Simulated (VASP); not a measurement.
# SnO2 in VASP: further runs

Runs on SnO2. Level: r2SCAN. Tasks: single point.

All numbers are computed with VASP 6.6.1; they aren't measurements. Logs are shortened: lines on timing, memory, paths and dates and some standing lists are left out, and cuts for length are marked.

### Step 1. The cell of the first run

The structure is tetragonal, space group P4_2/mnm (No. 136). Conventional cell: a = 4.760 Å, b = 4.760 Å, c = 3.201 Å, α = 90.00°, β = 90.00°, γ = 90.00°. Within 2.7 Å of Sn (site symmetry mmm) lie 6 O at 2.06 to 2.07 Å. O (site symmetry m2m) has 3 Sn at 2.06 to 2.07 Å and 1 O at 2.61 Å within 2.7 Å.

### Step 2. Single point, r2SCAN

File POSCAR:

```
SnO2
1.0
    4.7599378643      0.0000000000      0.0000000000
    0.0000000000      4.7599378643      0.0000000000
    0.0000000000      0.0000000000      3.2007107588
Sn O
2 4
Direct
    0.5000000000      0.5000000000      0.5000000000
    0.0000000000      0.0000000000      0.0000000000
    0.3059102917      0.3059102917      0.0000000000
    0.8059102917      0.1940897083      0.5000000000
    0.1940897083      0.8059102917      0.5000000000
    0.6940897083      0.6940897083      0.0000000000
```

File INCAR.step1:

```
  PREC = Accurate
  ENCUT = 520
  ISMEAR = 0
  SIGMA = 0.02
  LREAL = F
  LASPH = T
  NELM = 100
  NBANDS = 35
  GGA = PE
  ALGO = Normal
  EDIFF = 1E-4
  LWAVE = T
  LCHARG = F
```

File INCAR.step2:

```
  PREC = Accurate
  ENCUT = 520
  EDIFF = 1E-7
  ISMEAR = 0
  SIGMA = 0.02
  LREAL = F
  LASPH = T
  NELM = 100
  ALGO = Normal
  ISIF = 2
  LWAVE = F
  LCHARG = F
  METAGGA = R2SCAN
  LMIXTAU = T
  NBANDS = 35
  ISTART = 1
```

File KPOINTS:

```
Automatic mesh
0
Gamma
  6 6 8
```

Potentials or basis: VASP PAW PBE potentials, release 64 (Sn_d, O).

The run is started by

```bash
cat potpaw_PBE.64/Sn_d/POTCAR potpaw_PBE.64/O/POTCAR > POTCAR
cp INCAR.step1 INCAR
mpirun -np 1 vasp_std > vasp.out
cp INCAR.step2 INCAR
mpirun -np 1 vasp_std > vasp.out
```

OUTCAR:

```text
PREC = Accurate
   ENCUT = 520
   EDIFF = 1E-7
   ISMEAR = 0
   LREAL = F
   LASPH = T
   NELM = 100
   ISIF = 2
   METAGGA = R2SCAN
   ISTART = 1

 ion  position               nearest neighbor table
   1  0.500  0.500  0.500-   4 2.06   5 2.06   3 2.07   6 2.07   3 2.07   6 2.07   2 3.73   2 3.73
                             2 3.73   2 3.73   2 3.73   2 3.73   2 3.73   2 3.73
   2  0.000  0.000  0.000-   3 2.06   6 2.06   5 2.07   4 2.07   4 2.07   5 2.07   1 3.73   1 3.73
                             1 3.73   1 3.73   1 3.73   1 3.73   1 3.73   1 3.73
   3  0.306  0.306  0.000-   2 2.06   1 2.07   1 2.07
   4  0.806  0.194  0.500-   1 2.06   2 2.07   2 2.07
   5  0.194  0.806  0.500-   1 2.06   2 2.07   2 2.07
   6  0.694  0.694  0.000-   2 2.06   1 2.07   1 2.07

  LATTYP: Found a simple tetragonal cell.
 ALAT       =     4.7599378643
 C/A-ratio  =     0.6724270043

  Lattice vectors:

 A1 = (   4.7599378643,   0.0000000000,   0.0000000000)
 A2 = (   0.0000000000,   4.7599378643,   0.0000000000)
 A3 = (   0.0000000000,   0.0000000000,   3.2007107588)

Analysis of symmetry for initial positions (statically):
=====================================================================
 Subroutine PRICEL returns:
 Original cell was already a primitive cell.

 Routine SETGRP: Setting up the symmetry group for a
 simple tetragonal supercell.

 Subroutine GETGRP returns: Found 16 space group operations
 (whereof  8 operations were pure point group operations)
 out of a pool of 16 trial point group operations.

The static configuration has the point symmetry D_2h.
 The point group associated with its full space group is D_4h.

Analysis of symmetry for dynamics (positions and initial velocities):
=====================================================================
 Subroutine PRICEL returns:
 Original cell was already a primitive cell.

 Routine SETGRP: Setting up the symmetry group for a
 simple tetragonal supercell.

 Subroutine GETGRP returns: Found 16 space group operations
 (whereof  8 operations were pure point group operations)
 out of a pool of 16 trial point group operations.

The dynamic configuration has the point symmetry D_2h.
 The point group associated with its full space group is D_4h.

 Subroutine INISYM returns: Found 16 space group operations
 (whereof  8 operations are pure point group operations),
 and found     1 'primitive' translations

----------------------------------------------------------------------------------------

                                     Primitive cell

  volume of cell :      72.5185

  direct lattice vectors                    reciprocal lattice vectors
     4.759937864  0.000000000  0.000000000     0.210086776  0.000000000  0.000000000
     0.000000000  4.759937864  0.000000000     0.000000000  0.210086776  0.000000000
     0.000000000  0.000000000  3.200710759     0.000000000  0.000000000  0.312430605

  length of vectors
     4.759937864  4.759937864  3.200710759     0.210086776  0.210086776  0.312430605

  position of ions in fractional coordinates (direct lattice)
     0.500000000  0.500000000  0.500000000
     0.000000000  0.000000000  0.000000000
     0.305910292  0.305910292  0.000000000
     0.805910292  0.194089708  0.500000000
     0.194089708  0.805910292  0.500000000
     0.694089708  0.694089708  0.000000000

  ion indices of the primitive-cell ions
   primitive index   ion index
                 1           1
                 2           2
                 3           3
                 4           4
                 5           5
                 6           6

----------------------------------------------------------------------------------------

 KPOINTS: Automatic mesh

Automatic generation of k-mesh.
 Grid dimensions read from file:
 generate k-points for:    6    6    8

 Generating k-lattice:

  Cartesian coordinates                     Fractional coordinates (reciprocal lattice)
     0.035014463  0.000000000  0.000000000     0.166666667  0.000000000  0.000000000
     0.000000000  0.035014463  0.000000000     0.000000000  0.166666667  0.000000000
     0.000000000  0.000000000  0.039053826     0.000000000  0.000000000  0.125000000

  Length of vectors
     0.035014463  0.035014463  0.039053826

  Shift w.r.t. Gamma in fractional coordinates (k-lattice)
     0.000000000  0.000000000  0.000000000

 Subroutine IBZKPT returns following result:
 ===========================================

 Found     50 irreducible k-points:

 Following reciprocal coordinates:
            Coordinates               Weight
  0.000000  0.000000  0.000000      1.000000
  0.166667  0.000000  0.000000      4.000000
  0.333333  0.000000  0.000000      4.000000
  0.500000  0.000000  0.000000      2.000000
  0.166667  0.166667  0.000000      4.000000
  0.333333  0.166667  0.000000      8.000000
[... 16 lines left out ...]
  0.333333  0.000000  0.250000      8.000000
  0.500000  0.000000  0.250000      4.000000
 [... further k-points ...]
   k-points           NKPTS =     50   k-points in BZ     NKDIM =     50   number of bands    NBANDS=     35
   number of dos      NEDOS =    301   number of ions     NIONS =      6
   total plane-waves  NPLWV =  31104
   dimension x,y,z NGX =    36 NGY =   36 NGZ =   24
   dimension x,y,z NGXF=    72 NGYF=   72 NGZF=   48
   ions per type =               2   4
   NGX,Y,Z   is equivalent  to a cutoff of  12.57, 12.57, 12.47 a.u.
   NGXF,Y,Z  is equivalent  to a cutoff of  25.15, 25.15, 24.93 a.u.
 SYSTEM =  unknown system
   PREC   = accura    normal or accurate (medium, high low for compatibility)
   ISTART =      1    job   : 0-new  1-cont  2-samecut
   ICHARG =      0    charge: 1-file 2-atom 10-const
   ISPIN  =      1    spin polarized calculation?
   LNONCOLLINEAR =      F non collinear calculations
   LSORBIT =      F    spin-orbit coupling
   LASPH  =      T    aspherical Exc in radial PAW
   ENCUT  =  520.0 eV  38.22 Ry    6.18 a.u.   8.85  8.85  5.95*2*pi/ulx,y,z
   NELM   =    100;   NELMIN=  2; NELMDL=  0     # of ELM steps
   EDIFF  = 0.1E-06   stopping-criterion for ELM
   LREAL  =      F    real-space projection
   EDIFFG = 0.1E-05   stopping-criterion for IOM
   NSW    =      0    number of steps for IOM
   IBRION =     -1    ionic relax: 0-MD 1-quasi-New 2-CG
   NFREE  =      0    steps in history (QN), initial steepest desc. (CG)
   ISIF   =      2    stress and relaxation
   ISYM   =      2    0-nonsym 1-usesym 2-fastsym
   POTIM  = 0.5000    time-step for ionic-motion
   TEBEG  =    0.0;   TEEND  =   0.0 temperature during run
   PSTRESS=    0.0 pullay stress
   NELECT =      52.0000    total number of electrons
   NUPDOWN=      -1.0000    fix difference up-down
   EMIN   =  10.00;   EMAX   =-10.00  energy-range for DOS
   EFERMI =   0.00;   METHOD = LEGACY
   ISMEAR =     0;   SIGMA  =   0.02  broadening in eV -4-tet -1-fermi 0-gaus
   EFERMI_NEDOS =   21; number of points for ismear=-14 and -15
   IALGO  =     38    algorithm
   IMIX   =      4    mixing-type and parameters
     AMIX     =   0.40;   BMIX     =  1.00
     AMIX_MAG =   1.60;   BMIX_MAG =  1.00
  volume/ion in A,a.u.               =      12.09        81.56
  Fermi-wavevector in a.u.,A,eV,Ry     =   1.465299  2.769014 29.213088  2.147101
  Thomas-Fermi vector in A             =   2.581173
   LORBIT       =      0    0 simple, 1 ext, 2 COOP (PROOUT), +10 PAW based schemes
   METAGGA = R2SCAN    functional components
   LHFCALC =     F    Hartree Fock is set to
   AEXX    =    0.0000 exact exchange contribution
   IVDW    =     0    specifies the selected vdW correction
   LEPSILON=     F    determine dielectric tensor
   LRPA    =     F    only Hartree local field effects (RPA)
 non-spin polarized calculation
 Gauss-broadening in eV      SIGMA  =   0.02
  energy-cutoff  :      520.00
  volume of cell :       72.52
 maximum number of plane-waves:      1992
 NGX is ok and might be reduce to    36
   NGX = 17   NGY = 17   NGZ = 11

 number of electron      52.0000003 magnetization

 Free energy of the ion-electron system (eV)
  ---------------------------------------------------
  ext. energy  EPLUGINS =         0.00000000
  ---------------------------------------------------
  free energy    TOTEN  =       -84.62954058 eV

  energy without entropy =      -84.62954058  energy(sigma->0) =      -84.62954058

 E-fermi :   5.7384     XC(G=0): -11.9696

 val. band max:        5.5576603369   @ k =   0.0000   0.0000   0.0000
 cond. band min:       7.3521056453   @ k =   0.0000   0.0000   0.0000
 fundamental gap:      1.7944453084
 Fermi energy:         5.7384305263

 k-point     1 :       0.0000    0.0000    0.0000
  band No.  band energies     occupation
      1     -16.1796      2.00000
      2     -15.2664      2.00000
      3     -14.9662      2.00000
      4     -14.9662      2.00000
      5     -14.9437      2.00000
      6     -14.9051      2.00000
[... 27 lines left out ...]
     34      18.6549      0.00000
     35      18.9970      0.00000

 k-point     2 :       0.1667    0.0000    0.0000
  band No.  band energies     occupation
      1     -16.1324      2.00000
      2     -15.3256      2.00000
      3     -14.9646      2.00000
      4     -14.9645      2.00000
      5     -14.9457      2.00000
      6     -14.9450      2.00000
[... 27 lines left out ...]
     34      18.6184      0.00000
     35      18.9454      0.00000

 k-point     3 :       0.3333    0.0000    0.0000
  band No.  band energies     occupation
      1     -15.9944      2.00000
      2     -15.5251      2.00000
      3     -14.9710      2.00000
      4     -14.9613      2.00000
      5     -14.9611      2.00000
      6     -14.9520      2.00000
[... 27 lines left out ...]
     34      18.6125      0.00000
     35      18.8833      0.00000
[... 723 lines left out ...]
 k-point    23 :       0.3333    0.0000    0.2500
  band No.  band energies     occupation
      1     -15.8832      2.00000
      2     -15.7222      2.00000
      3     -15.3380      2.00000
      4     -15.0567      2.00000
      5     -14.8448      2.00000
      6     -14.8395      2.00000
[... 27 lines left out ...]
     34      18.6127      0.00000
     35      18.8367      0.00000

 k-point    24 :       0.5000    0.0000    0.2500
  band No.  band energies     occupation
      1     -15.8262      2.00000
      2     -15.8262      2.00000
      3     -15.1859      2.00000
      4     -15.1859      2.00000
      5     -14.8373      2.00000
      6     -14.8373      2.00000
[... 27 lines left out ...]
     34      18.8072      0.00000
     35      19.0997      0.00000

 [... further k-points ...]
[... 5 lines left out ...]
  --------------------------------------------------------------------------------------
  -------------------------------------------------------------------------------------
  Total        0.4212058      0.4212058      0.6534338      0.0000000      0.0000000      0.0000000
  in kB        9.3058470      9.3058470     14.4365419      0.0000000      0.0000000      0.0000000
  external PRESSURE =      11.0160786 kB  Pullay stress =       0.0000000 kB

 VOLUME and BASIS-vectors are now :
 -----------------------------------------------------------------------------
  energy-cutoff  :      520.00
  volume of cell :       72.52
      direct lattice vectors                 reciprocal lattice vectors
     4.759937864  0.000000000  0.000000000     0.210086776  0.000000000  0.000000000
     0.000000000  4.759937864  0.000000000     0.000000000  0.210086776  0.000000000
     0.000000000  0.000000000  3.200710759     0.000000000  0.000000000  0.312430605

 POSITION                                       TOTAL-FORCE (eV/Angst)
 -----------------------------------------------------------------------------------
      2.37997      2.37997      1.60036         0.000000      0.000000      0.000000
      0.00000      0.00000      0.00000         0.000000      0.000000      0.000000
      1.45611      1.45611      0.00000        -0.019749     -0.019749      0.000000
      3.83608      0.92385      1.60036        -0.019749      0.019749     -0.000000
      0.92385      3.83608      1.60036         0.019749     -0.019749      0.000000
      3.30382      3.30382      0.00000         0.019749      0.019749     -0.000000
 -----------------------------------------------------------------------------------
    total drift:                                0.000000      0.000000      0.000000

  FREE ENERGIE OF THE ION-ELECTRON SYSTEM (eV)
  ---------------------------------------------------
  free  energy   TOTEN  =       -84.6295405776 eV

  energy  without entropy=      -84.6295405776  energy(sigma->0) =      -84.62954058
```

It took 5 min on 1 thread of Intel Xeon 6975P-C, shared host; peak memory 0.24 GiB.

What came out:

| Quantity | Value |
| --- | --- |
| Free energy | -84.6295 eV |
| Pressure | 1.1 GPa |
| Largest force | 0.028 eV/Å |
| Band gap on the k mesh | 1.79 eV, direct |

Forces in eV/Å, atoms in the order of the input:
```
Sn   0.000  0.000  0.000
Sn   0.000  0.000  0.000
O   -0.020 -0.020  0.000
O   -0.020  0.020  0.000
O    0.020 -0.020  0.000
O    0.020  0.020  0.000
```

Stress tensor (GPa, compression positive):
```
0.93 0.00 0.00
0.00 0.93 0.00
0.00 0.00 1.44
```

Levels at points of the mesh, in eV from the valence-band top:
```tsv
k point	band 23	band 24	band 25	band 26	band 27	band 28	band 29	band 30
(0.00, 0.00, 0.00)	-1.22	-0.78	-0.78	0.00	1.79	6.81	7.05	7.05
(0.50, 0.00, 0.00)	-1.17	-1.17	-0.62	-0.62	5.00	5.00	7.81	7.81
(0.50, 0.50, 0.00)	-1.30	-1.30	-0.92	-0.92	5.44	5.44	8.22	8.22
(0.00, 0.00, 0.50)	-1.67	-1.67	-1.27	-1.27	6.87	6.87	10.53	10.53
(0.50, 0.00, 0.50)	-1.11	-1.11	-0.69	-0.69	7.15	7.15	8.85	8.85
(0.50, 0.50, 0.50)	-0.96	-0.96	-0.85	-0.85	5.52	5.52	9.65	9.65
```

Caveat: the PAW data sets were made with another functional, which shifts forces and pressure a little; spin-orbit coupling is left out, which moves the levels of the heavy elements. r2SCAN opens gaps a little over a GGA but as a rule still falls short of measured ones.

### Step 3. Single point, r2SCAN

File POSCAR:

```
SnO2
1.0
    4.7598181028      0.0000000000      0.0000000000
    0.0000000000      4.7600576175      0.0000000000
    0.0000000000      0.0000000000      3.2007107555
Sn O
2 4
Direct
    0.5000000000      0.5000000000      0.5000000000
    0.0000000000      0.0000000000      0.0000000000
    0.3058623572      0.3059582262      0.0000000000
    0.8058623572      0.1940417738      0.5000000000
    0.1941376428      0.8059582262      0.5000000000
    0.6941376428      0.6940417738      0.0000000000
```

File INCAR.step1:

```
SYSTEM = SnO2
ALGO     = Normal         ! electronic algorithm
EDIFF    = 1E-4           ! SCF threshold, eV
ENCUT    = 520            ! plane-wave cutoff, eV
GGA      = PE             ! functional
ISMEAR   = 0              ! smearing method
LASPH    = .TRUE.         ! aspherical terms in the spheres
LCHARG   = .FALSE.        ! write CHGCAR
LREAL    = .FALSE.        ! projectors in reciprocal space
LWAVE    = .TRUE.         ! write WAVECAR
NBANDS   = 35             ! bands
NELM     = 80             ! most SCF steps
PREC     = Accurate       ! precision mode
SIGMA    = 0.05           ! smearing width, eV
```

File INCAR.step2:

```
SYSTEM = SnO2
ALGO     = Normal         ! electronic algorithm
EDIFF    = 1E-7           ! SCF threshold, eV
ENCUT    = 520            ! plane-wave cutoff, eV
ISIF     = 2              ! what is computed and relaxed
ISMEAR   = 0              ! smearing method
ISTART   = 1            
LASPH    = .TRUE.         ! aspherical terms in the spheres
LCHARG   = .FALSE.        ! write CHGCAR
LMIXTAU  = .TRUE.       
LREAL    = .FALSE.        ! projectors in reciprocal space
LWAVE    = .FALSE.        ! write WAVECAR
METAGGA  = R2SCAN         ! meta-GGA
NBANDS   = 35             ! bands
NELM     = 80             ! most SCF steps
PREC     = Accurate       ! precision mode
SIGMA    = 0.05           ! smearing width, eV
```

File KPOINTS:

```
k-points
0
G
  6 6 10
  0 0 0
```

Potentials or basis: VASP PAW PBE potentials, release 64 (Sn_d, O).

The run is started by

```bash
cat potpaw_PBE.64/Sn_d/POTCAR potpaw_PBE.64/O/POTCAR > POTCAR
cp INCAR.step1 INCAR
mpirun -np 1 vasp_std > vasp.out
cp INCAR.step2 INCAR
mpirun -np 1 vasp_std > vasp.out
```

It took 19 min on 1 thread of Oxide Virtual Turin-like, shared host; peak memory 0.28 GiB.

The run converged. Its results:

```yaml
Free_energy: -84.6296 eV
Pressure: 1.1 GPa
Largest_force: 0.028 eV/Å
Band_gap_on_the_k_mesh: 1.79 eV, direct
```

Forces on the atoms (eV/Å):
```
Sn   0.000  0.000  0.000
Sn   0.000  0.000  0.000
O   -0.020 -0.020  0.000
O   -0.020  0.020  0.000
O    0.020 -0.020  0.000
O    0.020  0.020  0.000
```

Stress tensor (GPa, compression positive):
```
0.93 0.00 0.00
0.00 0.93 0.00
0.00 0.00 1.44
```

Levels at points of the mesh, in eV from the valence-band top:
| k point | band 24 | band 25 | band 26 | band 27 | band 28 | band 29 |
| --- | --- | --- | --- | --- | --- | --- |
| (0.00, 0.00, 0.00) | -0.78 | -0.78 | 0.00 | 1.79 | 6.81 | 7.05 |
| (0.50, 0.00, 0.00) | -1.17 | -0.62 | -0.62 | 5.00 | 5.00 | 7.81 |
| (0.00, 0.50, 0.00) | -1.17 | -0.62 | -0.62 | 5.00 | 5.00 | 7.81 |
| (0.50, 0.50, 0.00) | -1.30 | -0.92 | -0.92 | 5.44 | 5.44 | 8.22 |
| (0.00, 0.00, 0.50) | -1.67 | -1.27 | -1.27 | 6.87 | 6.87 | 10.53 |
| (0.50, 0.00, 0.50) | -1.11 | -0.69 | -0.69 | 7.15 | 7.15 | 8.85 |
| (0.00, 0.50, 0.50) | -1.11 | -0.69 | -0.69 | 7.15 | 7.15 | 8.85 |
| (0.50, 0.50, 0.50) | -0.96 | -0.85 | -0.85 | 5.52 | 5.52 | 9.65 |

Caveat: the PAW data sets were made with another functional, which shifts forces and pressure a little; spin-orbit coupling is left out, which moves the levels of the heavy elements. r2SCAN opens gaps a little over a GGA but as a rule still falls short of measured ones.
